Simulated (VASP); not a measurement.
Cu3N:

```xyz
4
Lattice="3.8070 0.0000 0.0000 0.0000 3.8070 0.0000 0.0000 0.0000 3.8070" Properties=species:S:1:pos:R:3 pbc="T T T"
Cu    1.9035    0.0000    0.0000
Cu    0.0000    1.9035    0.0000
Cu    0.0000    0.0000    1.9035
N     0.0000    0.0000    0.0000
```

- Program: VASP 6.6.1
- Task: relaxation of cell and atoms
- Functional: PBE
- Potentials or basis: VASP PAW PBE potentials, release 64 (Cu, N)
- Cutoff: 600 eV
- k mesh: 10 × 10 × 10
- Occupations: gaussian, width 0.01 eV
- Spin: no spin polarisation

At the start: pressure 2.5 GPa; volume 13.79 Å³/atom.

Task: How do energy, volume and symmetry change on relaxing?

Result: Over 3 steps the energy falls by 2.2 meV/atom and the volume is 14.08 Å³/atom (+2.1 %); space group Pm-3m (No. 221, to 0.05 Å).

The path:
```tsv
step	energy change (eV)	largest force (eV/Å)	pressure (GPa)	volume (Å³)
1	0.0000	0.0000	2.48	55.18
2	-0.0068	0.0000	-1.13	56.90
3	-0.0088	0.0000	0.00	56.33
```

Final structure:
```yaml
crystal:
  lattice:
    - [3.83339, 0.00000, 0.00000]
    - [0.00000, 3.83339, 0.00000]
    - [0.00000, 0.00000, 3.83339]
  atoms:
    - { symbol: Cu, position: [0.50000, 0.00000, 0.00000] }
    - { symbol: Cu, position: [0.00000, 0.50000, 0.00000] }
    - { symbol: Cu, position: [0.00000, 0.00000, 0.50000] }
    - { symbol: N, position: [0.00000, 0.00000, 0.00000] }
```
